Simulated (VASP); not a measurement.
# AgSn2SeI3 (P-6m2) in VASP: notebook

Runs on AgSn2SeI3. Level: PBE. Tasks: single point, relaxation of cell and atoms.

Program: VASP 6.6.1. These are calculated values, not measurements. Logs are shortened: lines on timing, memory, paths and dates and some standing lists are left out, and cuts for length are marked.

**1. The cell of the first run**

It takes space group P-6m2 (No. 187, hexagonal). Conventional cell: a = 4.670 Å, b = 4.670 Å, c = 15.909 Å, α = 90.00°, β = 90.00°, γ = 120.00°. Ag (site symmetry -6m2) has 3 I at 2.70 Å within 3.6 Å. Within 4.3 Å of Sn (site symmetry 3m) lie 4 I at 3.31 Å and 3 Ag at 4.27 Å. Se (site symmetry -6m2) has 2 I at 2.73 Å within 3.6 Å. I (site symmetry 3m) has 1 Se at 2.73 Å and 3 Sn at 3.31 Å within 3.6 Å. Within 3.6 Å of I (site symmetry -6m2) lie 3 Ag at 2.70 Å and 2 Sn at 3.31 Å.

**2. Single point, PBE**

The input, INCAR:

```
ALGO = Normal
EDIFF = 1E-6
ENCUT = 520
GGA = PE
ISIF = 2
ISMEAR = 0
LASPH = True
LCHARG = False
LREAL = False
LWAVE = False
NBANDS = 42
NELM = 60
PREC = Accurate
SIGMA = 0.15
```

The input, KPOINTS:

```
k-points
0
Gamma
  3 3 1
```

The input, POSCAR:

```
AgSn2SeI3
1.0
    4.6696178690      0.0000000000      0.0000000000
   -2.3348089345      4.0440077005      0.0000000000
    0.0000000000      0.0000000000     15.9086407033
Ag Sn Se I
1 2 1 3
Direct
    0.6666666667      0.3333333333      0.5000000000
    0.0000000000      0.0000000000      0.2917700741
    0.0000000000      0.0000000000      0.7082299259
    0.6666666667      0.3333333333      0.0000000000
    0.6666666667      0.3333333333      0.1713308514
    0.6666666667      0.3333333333      0.8286691486
    0.0000000000      0.0000000000      0.5000000000
```

Potentials or basis: VASP PAW PBE potentials, release 64 (Ag, Sn_d, Se, I).

The run is started by

```
> cat potpaw_PBE.64/Ag/POTCAR potpaw_PBE.64/Sn_d/POTCAR potpaw_PBE.64/Se/POTCAR potpaw_PBE.64/I/POTCAR > POTCAR
> mpirun -np 1 vasp_std > vasp.out
```

OUTCAR:

```text
EDIFF = 1E-6
   ENCUT = 520
   GGA = PE
   ISIF = 2
   ISMEAR = 0
   LASPH = True
   LREAL = False
   NELM = 60
   PREC = Accurate

 ion  position               nearest neighbor table
   1  0.667  0.333  0.500-   7 2.70   7 2.70   7 2.70
   2  0.000  0.000  0.292-   5 3.31   5 3.31   5 3.31   7 3.31
   3  0.000  0.000  0.708-   6 3.31   6 3.31   6 3.31   7 3.31
   4  0.667  0.333  0.000-   5 2.73   6 2.73
   5  0.667  0.333  0.171-   4 2.73   2 3.31   2 3.31   2 3.31
   6  0.667  0.333  0.829-   4 2.73   3 3.31   3 3.31   3 3.31
   7  0.000  0.000  0.500-   1 2.70   1 2.70   1 2.70   3 3.31   2 3.31

  LATTYP: Found a hexagonal cell.
 ALAT       =     4.6696178690
 C/A-ratio  =     3.4068399491

  Lattice vectors:

 A1 = (   4.6696178690,   0.0000000000,   0.0000000000)
 A2 = (  -2.3348089345,   4.0440077005,   0.0000000000)
 A3 = (   0.0000000000,   0.0000000000,  15.9086407033)

Analysis of symmetry for initial positions (statically):
=====================================================================
 Subroutine PRICEL returns:
 Original cell was already a primitive cell.

 Routine SETGRP: Setting up the symmetry group for a
 hexagonal supercell.

 Subroutine GETGRP returns: Found 12 space group operations
 (whereof 12 operations were pure point group operations)
 out of a pool of 24 trial point group operations.

The static configuration has the point symmetry D_3h.

Analysis of symmetry for dynamics (positions and initial velocities):
=====================================================================
 Subroutine PRICEL returns:
 Original cell was already a primitive cell.

 Routine SETGRP: Setting up the symmetry group for a
 hexagonal supercell.

 Subroutine GETGRP returns: Found 12 space group operations
 (whereof 12 operations were pure point group operations)
 out of a pool of 24 trial point group operations.

The dynamic configuration has the point symmetry D_3h.

 Subroutine INISYM returns: Found 12 space group operations
 (whereof 12 operations are pure point group operations),
 and found     1 'primitive' translations

----------------------------------------------------------------------------------------

                                     Primitive cell

  volume of cell :     300.4183

  direct lattice vectors                    reciprocal lattice vectors
     4.669617869  0.000000000  0.000000000     0.214150286  0.123639725  0.000000000
    -2.334808934  4.044007700  0.000000000     0.000000000  0.247279450  0.000000000
     0.000000000  0.000000000 15.908640703     0.000000000  0.000000000  0.062858922

  length of vectors
     4.669617869  4.669617869 15.908640703     0.247279450  0.247279450  0.062858922

  position of ions in fractional coordinates (direct lattice)
     0.666666667  0.333333333  0.500000000
     0.000000000  0.000000000  0.291770074
     0.000000000  0.000000000  0.708229926
     0.666666667  0.333333333  0.000000000
     0.666666667  0.333333333  0.171330851
     0.666666667  0.333333333  0.828669149
     0.000000000  0.000000000  0.500000000

  ion indices of the primitive-cell ions
   primitive index   ion index
                 1           1
                 2           2
                 3           3
                 4           4
                 5           5
                 6           6
                 7           7

----------------------------------------------------------------------------------------

 KPOINTS: k-points

Automatic generation of k-mesh.
 Grid dimensions read from file:
 generate k-points for:    3    3    1

 Generating k-lattice:

  Cartesian coordinates                     Fractional coordinates (reciprocal lattice)
     0.071383429  0.041213242  0.000000000     0.333333333 -0.000000000  0.000000000
     0.000000000  0.082426483  0.000000000     0.000000000  0.333333333  0.000000000
     0.000000000  0.000000000  0.062858922     0.000000000  0.000000000  1.000000000

  Length of vectors
     0.082426483  0.082426483  0.062858922

  Shift w.r.t. Gamma in fractional coordinates (k-lattice)
     0.000000000  0.000000000  0.000000000

 Subroutine IBZKPT returns following result:
 ===========================================

 Found      3 irreducible k-points:

 Following reciprocal coordinates:
            Coordinates               Weight
  0.000000  0.000000  0.000000      1.000000
  0.333333 -0.000000  0.000000      6.000000
  0.333333  0.333333  0.000000      2.000000
   k-points           NKPTS =      3   k-points in BZ     NKDIM =      3   number of bands    NBANDS=     42
   number of dos      NEDOS =    301   number of ions     NIONS =      7
   total plane-waves  NPLWV = 155520
   dimension x,y,z NGX =    36 NGY =   36 NGZ =  120
   dimension x,y,z NGXF=    72 NGYF=   72 NGZF=  240
   ions per type =               1   2   1   3
   NGX,Y,Z   is equivalent  to a cutoff of  12.82, 12.82, 12.54 a.u.
   NGXF,Y,Z  is equivalent  to a cutoff of  25.63, 25.63, 25.08 a.u.
 SYSTEM =  unknown system
   PREC   = accura    normal or accurate (medium, high low for compatibility)
   ISTART =      0    job   : 0-new  1-cont  2-samecut
   ICHARG =      2    charge: 1-file 2-atom 10-const
   ISPIN  =      1    spin polarized calculation?
   LNONCOLLINEAR =      F non collinear calculations
   LSORBIT =      F    spin-orbit coupling
   LASPH  =      T    aspherical Exc in radial PAW
   ENCUT  =  520.0 eV  38.22 Ry    6.18 a.u.   8.68  8.68 29.58*2*pi/ulx,y,z
   NELM   =     60;   NELMIN=  2; NELMDL= -5     # of ELM steps
   EDIFF  = 0.1E-05   stopping-criterion for ELM
   LREAL  =      F    real-space projection
   EDIFFG = 0.1E-04   stopping-criterion for IOM
   NSW    =      0    number of steps for IOM
   IBRION =     -1    ionic relax: 0-MD 1-quasi-New 2-CG
   NFREE  =      0    steps in history (QN), initial steepest desc. (CG)
   ISIF   =      2    stress and relaxation
   ISYM   =      2    0-nonsym 1-usesym 2-fastsym
   POTIM  = 0.5000    time-step for ionic-motion
   TEBEG  =    0.0;   TEEND  =   0.0 temperature during run
   PSTRESS=    0.0 pullay stress
   NELECT =      66.0000    total number of electrons
   NUPDOWN=      -1.0000    fix difference up-down
   EMIN   =  10.00;   EMAX   =-10.00  energy-range for DOS
   EFERMI =   0.00;   METHOD = LEGACY
   ISMEAR =     0;   SIGMA  =   0.15  broadening in eV -4-tet -1-fermi 0-gaus
   EFERMI_NEDOS =   21; number of points for ismear=-14 and -15
   IALGO  =     38    algorithm
   IMIX   =      4    mixing-type and parameters
     AMIX     =   0.40;   BMIX     =  1.00
     AMIX_MAG =   1.60;   BMIX_MAG =  1.00
  volume/ion in A,a.u.               =      42.92       289.62
  Fermi-wavevector in a.u.,A,eV,Ry     =   0.987827  1.866721 13.276582  0.975801
  Thomas-Fermi vector in A             =   2.119309
   LORBIT       =      0    0 simple, 1 ext, 2 COOP (PROOUT), +10 PAW based schemes
   GGA     = PE    functional components
   LHFCALC =     F    Hartree Fock is set to
   AEXX    =    0.0000 exact exchange contribution
   IVDW    =     0    specifies the selected vdW correction
   LEPSILON=     F    determine dielectric tensor
   LRPA    =     F    only Hartree local field effects (RPA)
 non-spin polarized calculation
 Gauss-broadening in eV      SIGMA  =   0.15
  energy-cutoff  :      520.00
  volume of cell :      300.42
 maximum number of plane-waves:      8083
 NGX is ok and might be reduce to    36
   NGX = 17   NGY = 17   NGZ = 59

 number of electron      66.0000015 magnetization

 Free energy of the ion-electron system (eV)
  ---------------------------------------------------
  ext. energy  EPLUGINS =         0.00000000
  ---------------------------------------------------
  free energy    TOTEN  =       -16.62455125 eV

  energy without entropy =      -16.58432661  energy(sigma->0) =      -16.60443893

 E-fermi :   3.0307     XC(G=0):  -7.7045

 val. band max:        3.0037450397   @ k =   0.0000   0.0000   0.0000
 cond. band min:       3.0542789950   @ k =   0.3333   0.3333   0.0000
 fundamental gap:      0.0505339553
 Fermi energy:         3.0307436023

 k-point     1 :       0.0000    0.0000    0.0000
  band No.  band energies     occupation
      1     -19.2081      2.00000
      2     -19.2076      2.00000
      3     -19.1863      2.00000
      4     -19.1863      2.00000
      5     -19.1863      2.00000
      6     -19.1863      2.00000
      7     -19.1370      2.00000
      8     -19.1370      2.00000
      9     -19.1370      2.00000
     10     -19.1370      2.00000
     11     -11.7661      2.00000
     12     -10.9807      2.00000
     13     -10.7016      2.00000
     14      -8.2973      2.00000
     15      -4.7223      2.00000
     16      -4.1491      2.00000
     17      -3.5208      2.00000
     18      -3.5208      2.00000
     19      -2.1035      2.00000
     20      -1.8757      2.00000
     21      -1.8757      2.00000
     22      -1.7073      2.00000
     23      -0.5931      2.00000
     24       0.0524      2.00000
     25       0.0524      2.00000
     26       0.1848      2.00000
     27       0.1848      2.00000
     28       0.7953      2.00000
     29       0.9779      2.00000
     30       0.9779      2.00000
     31       2.5420      2.00000
     32       3.0037      1.20093
     33       3.0037      1.20093
     34       3.5399      0.00000
     35       4.0789      0.00000
     36       4.3204      0.00000
     37       4.3204      0.00000
     38       4.5248      0.00000
     39       4.5248      0.00000
     40       4.8886      0.00000
     41       6.8790      0.00000
     42       6.9680      0.00000

 k-point     2 :       0.3333   -0.0000    0.0000
  band No.  band energies     occupation
      1     -19.2065      2.00000
      2     -19.2061      2.00000
      3     -19.1884      2.00000
      4     -19.1883      2.00000
      5     -19.1867      2.00000
      6     -19.1867      2.00000
      7     -19.1373      2.00000
      8     -19.1373      2.00000
      9     -19.1338      2.00000
     10     -19.1337      2.00000
     11     -11.6047      2.00000
     12     -10.8469      2.00000
     13     -10.5444      2.00000
     14      -8.1863      2.00000
     15      -4.5495      2.00000
     16      -4.1492      2.00000
     17      -3.5249      2.00000
     18      -3.1222      2.00000
     19      -2.4411      2.00000
     20      -1.8952      2.00000
     21      -1.8545      2.00000
     22      -1.8253      2.00000
     23      -1.1236      2.00000
     24      -1.0982      2.00000
     25      -0.6551      2.00000
     26      -0.3083      2.00000
     27      -0.1596      2.00000
     28      -0.1383      2.00000
     29       0.3405      2.00000
     30       0.3766      2.00000
     31       2.2130      2.00000
     32       2.4789      2.00000
     33       2.7679      1.98679
     34       3.3301      0.00477
     35       4.1932      0.00000
     36       4.2784      0.00000
     37       4.5613      0.00000
     38       4.6142      0.00000
     39       4.7921      0.00000
     40       5.2130      0.00000
     41       6.2602      0.00000
     42       7.3464      0.00000

 k-point     3 :       0.3333    0.3333    0.0000
  band No.  band energies     occupation
      1     -19.2057      2.00000
      2     -19.2053      2.00000
      3     -19.1887      2.00000
      4     -19.1887      2.00000
      5     -19.1875      2.00000
      6     -19.1875      2.00000
      7     -19.1353      2.00000
      8     -19.1353      2.00000
      9     -19.1343      2.00000
     10     -19.1343      2.00000
     11     -11.5209      2.00000
     12     -10.7772      2.00000
     13     -10.4612      2.00000
     14      -8.1261      2.00000
     15      -4.4471      2.00000
     16      -4.1484      2.00000
     17      -3.3961      2.00000
     18      -2.7251      2.00000
     19      -2.4785      2.00000
     20      -2.0641      2.00000
     21      -1.9483      2.00000
     22      -1.8077      2.00000
     23      -1.6983      2.00000
     24      -1.3228      2.00000
     25      -1.0335      2.00000
     26      -0.9564      2.00000
     27      -0.8733      2.00000
     28      -0.2673      2.00000
     29      -0.1012      2.00000
     30       0.7358      2.00000
     31       2.0776      2.00000
     32       2.3329      2.00000
     33       2.5114      2.00000
     34       3.0543      0.82440
     35       3.6372      0.00000
     36       4.1949      0.00000
     37       4.4661      0.00000
     38       5.2215      0.00000
     39       5.4144      0.00000
     40       6.0576      0.00000
     41       6.8948      0.00000
     42       7.7157      0.00000

------------------------ aborting loop because EDIFF is reached ----------------------------------------

  FORCE on cell =-STRESS in cart. coord.  units (eV):
  Direction    XX          YY          ZZ          XY          YZ          ZX
  --------------------------------------------------------------------------------------
  -------------------------------------------------------------------------------------
  Total       -0.5211139     -0.5211139     -0.8017527      0.0000000      0.0000000      0.0000000
  in kB       -2.7791809     -2.7791809     -4.2758711      0.0000000      0.0000000      0.0000000
  external PRESSURE =      -3.2780777 kB  Pullay stress =       0.0000000 kB

 VOLUME and BASIS-vectors are now :
 -----------------------------------------------------------------------------
  energy-cutoff  :      520.00
  volume of cell :      300.42
      direct lattice vectors                 reciprocal lattice vectors
     4.669617869  0.000000000  0.000000000     0.214150286  0.123639725  0.000000000
    -2.334808934  4.044007700  0.000000000     0.000000000  0.247279450  0.000000000
     0.000000000  0.000000000 15.908640703     0.000000000  0.000000000  0.062858922

 POSITION                                       TOTAL-FORCE (eV/Angst)
 -----------------------------------------------------------------------------------
      2.33481      1.34800      7.95432        -0.000000      0.000000      0.000000
      0.00000      0.00000      4.64167        -0.000000      0.000000     -0.065045
      0.00000      0.00000     11.26698        -0.000000      0.000000      0.065045
      2.33481      1.34800      0.00000        -0.000000     -0.000000      0.000000
      2.33481      1.34800      2.72564        -0.000000      0.000000      0.031903
      2.33481      1.34800     13.18300        -0.000000      0.000000     -0.031903
      0.00000      0.00000      7.95432         0.000000      0.000000      0.000000
 -----------------------------------------------------------------------------------
    total drift:                                0.000000     -0.000000      0.000000

  FREE ENERGIE OF THE ION-ELECTRON SYSTEM (eV)
  ---------------------------------------------------
  free  energy   TOTEN  =       -16.6245512453 eV

  energy  without entropy=      -16.5843266132  energy(sigma->0) =      -16.60443893
```

It took 37 s on 1 thread of Intel Xeon 6975P-C (Granite Rapids), shared host; peak memory 0.42 GiB.

What came out:

| Item | Value |
| --- | --- |
| Free energy | -16.6246 eV |
| Pressure | -0.3 GPa |
| Largest force | 0.065 eV/Å |
| Band gap on the k mesh | 0.05 eV, indirect (least direct gap 0.54 eV) |

Forces in eV/Å, atoms in the order of the input:
```
Ag   0.000  0.000  0.000
Sn   0.000  0.000 -0.065
Sn   0.000  0.000  0.065
Se   0.000  0.000  0.000
I    0.000  0.000  0.032
I    0.000  0.000 -0.032
I    0.000  0.000  0.000
```

Stress tensor (GPa, compression positive):
```
-0.28  0.00  0.00
 0.00 -0.28  0.00
 0.00  0.00 -0.43
```

Caveat: the k points lie up to 0.52 Å⁻¹ apart; spin-orbit coupling is left out, which moves the levels of the heavy elements. A k mesh can miss the band edges.

(Part 1 of 2 ends here.)
